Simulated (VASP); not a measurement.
Here is a VASP 6.6.1 calculation.

INCAR

```
ALGO = Normal ; EDIFF = 1E-6
ENCUT = 520 ; GGA = PE
ISIF = 2 ; ISMEAR = 0
IVDW = 12 ; LASPH = True
LCHARG = True ; LELF = True
LREAL = False ; LVHAR = True
LWAVE = False ; NBANDS = 16
NELM = 60 ; PREC = Accurate
SIGMA = 0.15
```

KPOINTS

```
k-points
0
Gamma
  14 14 14
```

Contents of POSCAR:

```
InSb
1.0
    3.9977840879     -0.7995568176     -0.7995568176
   -0.7995568176      3.9977840879     -0.7995568176
   -0.7995568176     -0.7995568176      3.9977840879
In Sb
1 1
Direct
    0.0000000000      0.0000000000      0.0000000000
    0.5000000000      0.5000000000      0.5000000000
```

Potentials or basis: VASP PAW PBE potentials, release 64 (In_d, Sb).

Command:

```sh
$ cat potpaw_PBE.64/In_d/POTCAR potpaw_PBE.64/Sb/POTCAR > POTCAR
$ mpirun -np 1 vasp_std > vasp.out
```

Estimate the dispersion energy per atom.

-0.422 eV.

What does it give for the band gap on the k mesh?

Zero (bands 9 and 10 overlap by 1.00 eV).

Estimate the pressure.

58.5 GPa.

Stress tensor (GPa, compression positive):
```
58.54 56.63 56.63
56.63 58.54 56.63
56.63 56.63 58.54
```

Caveat: the cell stands under pressure; spin-orbit coupling is left out, which moves the levels of the heavy elements.
